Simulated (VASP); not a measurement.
Write the native input for VASP 6.6.1 that does the following.

```
Task                   : single point
Functional             : PBEsol
Potentials or basis    : VASP PAW PBE potentials, release 64 (K_sv, Ag, Mg, F)
Cutoff                 : 520 eV
k mesh                 : 1 × 1 × 1, shifted
Occupations            : fermi-dirac, width 0.05 eV
Spin                   : no spin polarisation
Dipole correction      : no
Further INCAR settings : LREAL = Auto; ALGO = Normal; EDIFF = 1e-07; NBANDS = 155; ISYM = 0
```

The structure of K7Mg8AgF24 (a cell with a defect) lies in POSCAR:

```
K7Mg8AgF24
1.0
    7.9825440000      0.0000000000      0.0000000000
    0.0000000000      7.9825440000      0.0000000000
    0.0000000000      0.0000000000      7.9825440000
K Ag Mg F
7 1 8 24
Direct
    0.9995580000      0.9995050000      0.0006330000
    0.9996400000      0.9993660000      0.5008810000
    0.9994820000      0.4996720000      0.0008250000
    0.9994980000      0.4998410000      0.5007080000
    0.4993910000      0.9997990000      0.0004640000
    0.4995200000      0.9996260000      0.5009260000
    0.4996670000      0.4993860000      0.0006680000
    0.4994000000      0.4990510000      0.4998320000
    0.2503940000      0.2505010000      0.2516660000
    0.2504260000      0.2506380000      0.7497840000
    0.2506430000      0.7485750000      0.2516790000
    0.2505590000      0.7485630000      0.7497560000
    0.7486430000      0.2505440000      0.2516470000
    0.7485780000      0.2505830000      0.7497280000
    0.7486630000      0.7487350000      0.2517980000
    0.7485210000      0.7485320000      0.7499270000
    0.2498240000      0.2496480000      0.0007710000
    0.2512580000      0.2512930000      0.5007070000
    0.2504130000      0.7493050000      0.0007820000
    0.2508850000      0.7479060000      0.5007890000
    0.7492040000      0.2500560000      0.0007660000
    0.7478520000      0.2512940000      0.5007120000
    0.7490570000      0.7491970000      0.0008680000
    0.7486460000      0.7482600000      0.5008720000
    0.9995250000      0.2499770000      0.2515110000
    0.9995280000      0.2502120000      0.7498450000
    0.9997050000      0.7491990000      0.2512980000
    0.9995940000      0.7488200000      0.7504230000
    0.4995740000      0.2511440000      0.2519990000
    0.4995200000      0.2505120000      0.7497200000
    0.4996140000      0.7480660000      0.2525690000
    0.4996090000      0.7485890000      0.7496150000
    0.2503310000      0.9995450000      0.2515960000
    0.2498330000      0.9995450000      0.7498360000
    0.2507950000      0.4995130000      0.2516410000
    0.2510480000      0.4995790000      0.7499080000
    0.7490030000      0.9996770000      0.2514460000
    0.7492050000      0.9996100000      0.7500780000
    0.7482890000      0.4996160000      0.2520150000
    0.7480940000      0.4995760000      0.7498060000
```

These files were run (other wordings do the same):

INCAR

```
SYSTEM = K7Mg8AgF24
PREC = Accurate
ENCUT = 520
EDIFF = 1E-7
ISMEAR = -1
SIGMA = 0.05
LREAL = Auto
LASPH = .TRUE.
NELM = 100
ALGO = Normal
ISIF = 2
LWAVE = .FALSE.
LCHARG = .FALSE.
GGA = PS
NBANDS = 155
ISYM = 0
```

KPOINTS

```
Automatic mesh
0
Gamma
  1 1 1
  0.25 0.25 0.25
```

Potentials or basis: VASP PAW PBE potentials, release 64 (K_sv, Ag, Mg, F).

Command:

```console
$ cat potpaw_PBE.64/K_sv/POTCAR potpaw_PBE.64/Ag/POTCAR potpaw_PBE.64/Mg/POTCAR potpaw_PBE.64/F/POTCAR > POTCAR
$ mpirun -np 1 vasp_std > vasp.out
```

Results of the run:

| Property | Result |
| --- | --- |
| Pressure | -1.0 GPa |
| Largest force | 0.013 eV/Å |
| Band gap on the k mesh | 4.62 eV |

Caveat: the k points lie up to 0.79 Å⁻¹ apart; the PAW data sets were made with another functional, which shifts forces and pressure a little.

It took 18 min on 1 thread of Oxide Virtual Turin-like Processor, on a shared host, peak memory 0.58 GiB.
